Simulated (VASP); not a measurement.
Runs of VASP 6.6.1 on SiO2. The structure is that of space group P4_2/mnm (No. 136), or close to it. The cells are those of the table. 

```csv
task,level,cell,k mesh,cutoff (eV),smearing,gap on the mesh (eV),pressure (GPa),largest force (eV/Å)
dielectric tensor,r2SCAN,"a = 4.018, b = 4.018, c = 2.731 Å, 6 atoms",6 × 6 × 8,580,gaussian 0.01 eV,7.01,-,-
single point,PBE,"a = 4.143, b = 4.143, c = 2.683 Å, 6 atoms",6 × 6 × 10,520,fermi-dirac 0.02 eV,5.72,13.8,(a)
single point,r2SCAN,"a = 4.143, b = 4.143, c = 2.683 Å, 6 atoms",6 × 6 × 10,520,gaussian 0.01 eV,6.69,(c),0.02
single point,PBE,"a = 4.101, b = 4.101, c = 2.698 Å, 6 atoms",6 × 6 × 10,520,fermi-dirac 0.02 eV,(b),18.3,0.06
single point,PBE,"a = 4.311, b = 4.311, c = 2.632 Å, 6 atoms",6 × 6 × 10,520,fermi-dirac 0.02 eV,5.11,0.7,0.16
```

Alike in all rows: potentials or basis VASP PAW PBE potentials, release 64 (Si, O); no spin polarisation.

**Question.** Fill in the values left out.

**Answer.** (a) 0.08; (b) 5.90; (c) 4.4.

Caveats: the PAW data sets were made with another functional, which shifts forces and pressure a little (some runs).

A k mesh can miss the band edges.
